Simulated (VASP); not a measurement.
# Co (Pm-3m) in VASP: further runs

Runs on Co. Level: LDA. Tasks: single point.

Program: VASP 6.6.1. These are calculated values, not measurements. Logs are shortened: lines on timing, memory, paths and dates and some standing lists are left out, and cuts for length are marked.

## Step 1: The cell of the first run

Symmetry: Pm-3m, No. 221, cubic system. The conventional cell has a = 2.310 Å, b = 2.310 Å, c = 2.310 Å, α = 90.00°, β = 90.00°, γ = 90.00°. Co (site symmetry m-3m) has 6 Co at 2.31 Å within 3.1 Å.

This isn't the form of Co at room conditions, which is hcp.

## Step 2: Single point, LDA (12.33 Å³/atom)

Input file INCAR:

```
  ALGO = Normal
  EDIFF = 1E-6
  ENCUT = 520
  ISIF = 2
  ISMEAR = -1
  LASPH = True
  LCHARG = False
  LREAL = False
  LWAVE = False
  NBANDS = 10
  NELM = 60
  PREC = Accurate
  SIGMA = 0.1
```

Input file KPOINTS:

```
k-points
0
Gamma
  16 16 16
```

Input file POSCAR:

```
Co
1.0
    2.3104227057      0.0000000000      0.0000000000
    0.0000000000      2.3104227057      0.0000000000
    0.0000000000      0.0000000000      2.3104227057
Co
1
Direct
    0.0000000000      0.0000000000      0.0000000000
```

Potentials or basis: VASP PAW LDA potentials, release 64 (Co).

Launch:

```bash
> cat potpaw_LDA.64/Co/POTCAR > POTCAR
> mpirun -np 1 vasp_std > vasp.out
```

OUTCAR:

```text
EDIFF = 1E-6
   ENCUT = 520
   ISIF = 2
   ISMEAR = -1
   LASPH = True
   LREAL = False
   NELM = 60
   PREC = Accurate

 ion  position               nearest neighbor table
   1  0.000  0.000  0.000-

  LATTYP: Found a simple cubic cell.
 ALAT       =     2.3104227057

  Lattice vectors:

 A1 = (   2.3104227057,   0.0000000000,   0.0000000000)
 A2 = (   0.0000000000,   2.3104227057,   0.0000000000)
 A3 = (   0.0000000000,   0.0000000000,   2.3104227057)

Analysis of symmetry for initial positions (statically):
=====================================================================
 Subroutine PRICEL returns:
 Original cell was already a primitive cell.

 Routine SETGRP: Setting up the symmetry group for a
 simple cubic supercell.

 Subroutine GETGRP returns: Found 48 space group operations
 (whereof 48 operations were pure point group operations)
 out of a pool of 48 trial point group operations.

The static configuration has the point symmetry O_h .

Analysis of symmetry for dynamics (positions and initial velocities):
=====================================================================
 Subroutine PRICEL returns:
 Original cell was already a primitive cell.

 Routine SETGRP: Setting up the symmetry group for a
 simple cubic supercell.

 Subroutine GETGRP returns: Found 48 space group operations
 (whereof 48 operations were pure point group operations)
 out of a pool of 48 trial point group operations.

The dynamic configuration has the point symmetry O_h .

 Subroutine INISYM returns: Found 48 space group operations
 (whereof 48 operations are pure point group operations),
 and found     1 'primitive' translations

----------------------------------------------------------------------------------------

                                     Primitive cell

  volume of cell :      12.3332

  direct lattice vectors                    reciprocal lattice vectors
     2.310422706  0.000000000  0.000000000     0.432821231  0.000000000  0.000000000
     0.000000000  2.310422706  0.000000000     0.000000000  0.432821231  0.000000000
     0.000000000  0.000000000  2.310422706     0.000000000  0.000000000  0.432821231

  length of vectors
     2.310422706  2.310422706  2.310422706     0.432821231  0.432821231  0.432821231

  position of ions in fractional coordinates (direct lattice)
     0.000000000  0.000000000  0.000000000

  ion indices of the primitive-cell ions
   primitive index   ion index
                 1           1

----------------------------------------------------------------------------------------

 KPOINTS: k-points

Automatic generation of k-mesh.
 Grid dimensions read from file:
 generate k-points for:   16   16   16

 Generating k-lattice:

  Cartesian coordinates                     Fractional coordinates (reciprocal lattice)
     0.027051327  0.000000000  0.000000000     0.062500000  0.000000000  0.000000000
     0.000000000  0.027051327  0.000000000     0.000000000  0.062500000  0.000000000
     0.000000000  0.000000000  0.027051327     0.000000000  0.000000000  0.062500000

  Length of vectors
     0.027051327  0.027051327  0.027051327

  Shift w.r.t. Gamma in fractional coordinates (k-lattice)
     0.000000000  0.000000000  0.000000000

 Subroutine IBZKPT returns following result:
 ===========================================

 Found    165 irreducible k-points:

 Following reciprocal coordinates:
            Coordinates               Weight
  0.000000  0.000000  0.000000      1.000000
  0.062500  0.000000  0.000000      6.000000
  0.125000  0.000000  0.000000      6.000000
  0.187500  0.000000  0.000000      6.000000
  0.250000  0.000000  0.000000      6.000000
  0.312500  0.000000  0.000000      6.000000
[... 16 lines left out ...]
  0.437500  0.125000  0.000000     24.000000
  0.500000  0.125000  0.000000     12.000000
 [... further k-points ...]
   k-points           NKPTS =    165   k-points in BZ     NKDIM =    165   number of bands    NBANDS=     10
   number of dos      NEDOS =    301   number of ions     NIONS =      1
   total plane-waves  NPLWV =   5832
   dimension x,y,z NGX =    18 NGY =   18 NGZ =   18
   dimension x,y,z NGXF=    36 NGYF=   36 NGZF=   36
   ions per type =               1
   NGX,Y,Z   is equivalent  to a cutoff of  12.95, 12.95, 12.95 a.u.
   NGXF,Y,Z  is equivalent  to a cutoff of  25.90, 25.90, 25.90 a.u.
 SYSTEM =  unknown system
   PREC   = accura    normal or accurate (medium, high low for compatibility)
   ISTART =      0    job   : 0-new  1-cont  2-samecut
   ICHARG =      2    charge: 1-file 2-atom 10-const
   ISPIN  =      1    spin polarized calculation?
   LNONCOLLINEAR =      F non collinear calculations
   LSORBIT =      F    spin-orbit coupling
   LASPH  =      T    aspherical Exc in radial PAW
   ENCUT  =  520.0 eV  38.22 Ry    6.18 a.u.   4.30  4.30  4.30*2*pi/ulx,y,z
   NELM   =     60;   NELMIN=  2; NELMDL= -5     # of ELM steps
   EDIFF  = 0.1E-05   stopping-criterion for ELM
   LREAL  =      F    real-space projection
   EDIFFG = 0.1E-04   stopping-criterion for IOM
   NSW    =      0    number of steps for IOM
   IBRION =     -1    ionic relax: 0-MD 1-quasi-New 2-CG
   NFREE  =      0    steps in history (QN), initial steepest desc. (CG)
   ISIF   =      2    stress and relaxation
   ISYM   =      2    0-nonsym 1-usesym 2-fastsym
   POTIM  = 0.5000    time-step for ionic-motion
   TEBEG  =    0.0;   TEEND  =   0.0 temperature during run
   PSTRESS=    0.0 pullay stress
   NELECT =       9.0000    total number of electrons
   NUPDOWN=      -1.0000    fix difference up-down
   EMIN   =  10.00;   EMAX   =-10.00  energy-range for DOS
   EFERMI =   0.00;   METHOD = LEGACY
   ISMEAR =    -1;   SIGMA  =   0.10  broadening in eV -4-tet -1-fermi 0-gaus
   EFERMI_NEDOS =   21; number of points for ismear=-14 and -15
   IALGO  =     38    algorithm
   IMIX   =      4    mixing-type and parameters
     AMIX     =   0.40;   BMIX     =  1.00
     AMIX_MAG =   1.60;   BMIX_MAG =  1.00
  volume/ion in A,a.u.               =      12.33        83.23
  Fermi-wavevector in a.u.,A,eV,Ry     =   1.473887  2.785243 29.556524  2.172343
  Thomas-Fermi vector in A             =   2.588726
   LORBIT       =      0    0 simple, 1 ext, 2 COOP (PROOUT), +10 PAW based schemes
   GGA     = CA    functional components
   LHFCALC =     F    Hartree Fock is set to
   AEXX    =    0.0000 exact exchange contribution
   IVDW    =     0    specifies the selected vdW correction
   LEPSILON=     F    determine dielectric tensor
   LRPA    =     F    only Hartree local field effects (RPA)
 non-spin polarized calculation
  energy-cutoff  :      520.00
  volume of cell :       12.33
 maximum number of plane-waves:       344
 NGX is ok and might be reduce to    18
   NGX =  9   NGY =  9   NGZ =  9

 number of electron       9.0000012 magnetization

 Free energy of the ion-electron system (eV)
  ---------------------------------------------------
  ext. energy  EPLUGINS =         0.00000000
  ---------------------------------------------------
  free energy    TOTEN  =        -7.10515162 eV

  energy without entropy =       -7.00667581  energy(sigma->0) =       -7.05591372

 E-fermi :   8.1625     XC(G=0): -12.9011

 val. band max:        8.1622868282   @ k =   0.4375   0.1875   0.1250
 cond. band min:       8.1654442372   @ k =   0.1875   0.0625   0.0625
 fundamental gap:      0.0031574091
 Fermi energy:         8.1625030737

 k-point     1 :       0.0000    0.0000    0.0000
  band No.  band energies     occupation
      1       0.2147      2.00000
      2       4.7252      2.00000
      3       4.7252      2.00000
      4       8.6266      0.01912
      5       8.6266      0.01912
      6       8.6266      0.01912
      7      27.9625      0.00000
      8      27.9625      0.00000
      9      27.9625      0.00000
     10      32.0250      0.00000

 k-point     2 :       0.0625    0.0000    0.0000
  band No.  band energies     occupation
      1       0.3338      2.00000
      2       4.7439      2.00000
      3       4.7859      2.00000
      4       8.5735      0.03227
      5       8.5735      0.03227
      6       8.6308      0.01834
      7      26.4783      0.00000
      8      28.1283      0.00000
      9      28.1283      0.00000
     10      32.0313      0.00000

 k-point     3 :       0.1250    0.0000    0.0000
  band No.  band energies     occupation
      1       0.6841      2.00000
      2       4.7975      2.00000
      3       4.9631      2.00000
      4       8.4251      0.13493
      5       8.4251      0.13493
      6       8.6428      0.01628
      7      23.9396      0.00000
      8      28.6155      0.00000
      9      28.6155      0.00000
     10      32.0504      0.00000

 k-point     4 :       0.1875    0.0000    0.0000
  band No.  band energies     occupation
      1       1.2440      2.00000
      2       4.8786      2.00000
      3       5.2430      2.00000
      4       8.2097      0.76837
      5       8.2097      0.76837
      6       8.6608      0.01362
      7      21.3513      0.00000
      8      29.3966      0.00000
      9      29.3966      0.00000
     10      32.0816      0.00000
[... 222 lines left out ...]
 k-point    22 :       0.3750    0.1250    0.0000
  band No.  band energies     occupation
      1       3.9446      2.00000
      2       5.3613      2.00000
      3       6.1649      2.00000
      4       7.5705      1.99464
      5       7.9726      1.73958
      6       8.5443      0.04300
      7      15.0605      0.00000
      8      27.9139      0.00000
      9      33.4771      0.00000
     10      33.7145      0.00000

 k-point    23 :       0.4375    0.1250    0.0000
  band No.  band energies     occupation
      1       4.5401      2.00000
      2       5.4515      2.00000
      3       6.0577      2.00000
      4       7.4470      1.99844
      5       8.5091      0.06060
      6       8.5587      0.03733
      7      13.5137      0.00000
      8      29.0149      0.00000
      9      32.5404      0.00000
     10      34.1678      0.00000

 k-point    24 :       0.5000    0.1250    0.0000
  band No.  band energies     occupation
      1       4.7784      2.00000
      2       5.5119      2.00000
      3       5.9476      2.00000
      4       7.4041      1.99898
      5       8.5638      0.03551
      6       8.8441      0.00219
      7      12.8503      0.00000
      8      29.6919      0.00000
      9      31.7854      0.00000
     10      34.1551      0.00000

 [... further k-points ...]

------------------------ aborting loop because EDIFF is reached ----------------------------------------

  FORCE on cell =-STRESS in cart. coord.  units (eV):
  Direction    XX          YY          ZZ          XY          YZ          ZX
  --------------------------------------------------------------------------------------
  -------------------------------------------------------------------------------------
  Total       -1.5597752     -1.5597752     -1.5597752     -0.0000000     -0.0000000      0.0000000
  in kB     -202.6274481   -202.6274481   -202.6274481     -0.0000000     -0.0000000      0.0000000
  external PRESSURE =    -202.6274481 kB  Pullay stress =       0.0000000 kB

 VOLUME and BASIS-vectors are now :
 -----------------------------------------------------------------------------
  energy-cutoff  :      520.00
  volume of cell :       12.33
      direct lattice vectors                 reciprocal lattice vectors
     2.310422706  0.000000000  0.000000000     0.432821231  0.000000000  0.000000000
     0.000000000  2.310422706  0.000000000     0.000000000  0.432821231  0.000000000
     0.000000000  0.000000000  2.310422706     0.000000000  0.000000000  0.432821231

 POSITION                                       TOTAL-FORCE (eV/Angst)
 -----------------------------------------------------------------------------------
      0.00000      0.00000      0.00000         0.000000      0.000000      0.000000
 -----------------------------------------------------------------------------------
    total drift:                               -0.000000      0.000000      0.000000

  FREE ENERGIE OF THE ION-ELECTRON SYSTEM (eV)
  ---------------------------------------------------
  free  energy   TOTEN  =        -7.1051516228 eV

  energy  without entropy=       -7.0066758106  energy(sigma->0) =       -7.05591372
```

It took 24 s on 1 thread of Intel Xeon 8259CL, shared host; peak memory 0.13 GiB.

Results:

```
Free energy            : -7.1052 eV
Pressure               : -20.3 GPa
Band gap on the k mesh : zero (an odd number of electrons rules out a gap without spin polarisation)
```

Levels at points of the mesh, in eV from the Fermi level:
```tsv
k point	band 1	band 2	band 3	band 4	band 5	band 6	band 7	band 8
(0.00, 0.00, 0.00)	-7.95	-3.44	-3.44	0.46	0.46	0.46	19.80	19.80
(0.50, 0.00, 0.00)	-3.75	-2.93	-0.98	-0.80	-0.80	0.58	4.64	24.11
(0.50, 0.50, 0.00)	-4.17	-2.50	-0.54	-0.54	1.32	5.46	5.46	11.91
(0.50, 0.50, 0.50)	-3.07	-3.07	-3.07	1.39	1.39	12.36	12.36	12.36
```

Caveat: the cell stands under tension; the run has no spin polarisation, though such a crystal can be magnetic.

## Step 3: Single point, LDA, non-collinear spin, zero start, spin-orbit coupling

This run uses another cell than the first one, of 11.01 Å³/atom.

Input file INCAR:

```
SYSTEM = Co
PREC = Accurate
ENCUT = 520
EDIFF = 1E-6
ISMEAR = -1
SIGMA = 0.1
LREAL = .FALSE.
LASPH = .TRUE.
NELM = 150
ALGO = Normal
ISIF = 2
LWAVE = .FALSE.
LCHARG = .FALSE.
LNONCOLLINEAR = .TRUE.
MAGMOM = 0 0 0
LORBIT = 11
LSORBIT = .TRUE.
GGA_COMPAT = .FALSE.
LORBMOM = .TRUE.
LMAXMIX = 4
NBANDS = 20
```

Input file KPOINTS:

```
regular mesh
0
G
  14 14 14
  0 0 0
```

Input file POSCAR:

```
Co
1.0
    2.2247716226      0.0000000000      0.0000000000
    0.0000000000      2.2247716226      0.0000000000
    0.0000000000      0.0000000000      2.2247716226
Co
1
Direct
    0.0000000000      0.0000000000      0.0000000000
```

Potentials or basis: VASP PAW LDA potentials, release 64 (Co).

Launch:

```bash
> cat potpaw_LDA.64/Co/POTCAR > POTCAR
> mpirun -np 1 vasp_ncl > vasp.out
```

Run time: 88 s. Hardware: 1 thread of Intel Xeon 8259CL, shared host; peak memory 0.16 GiB.

The run converged. Its results:

| Quantity | Value |
| --- | --- |
| Free energy | -7.2135 eV |
| Pressure | -0.9 GPa |
| Net moment | 0.00 μB per cell |
| Valence electrons inside the program's atomic spheres | Co 8.45 |

Moments on the atoms (μB; x, y, z):
```
Co  0.00 0.00 0.00
```
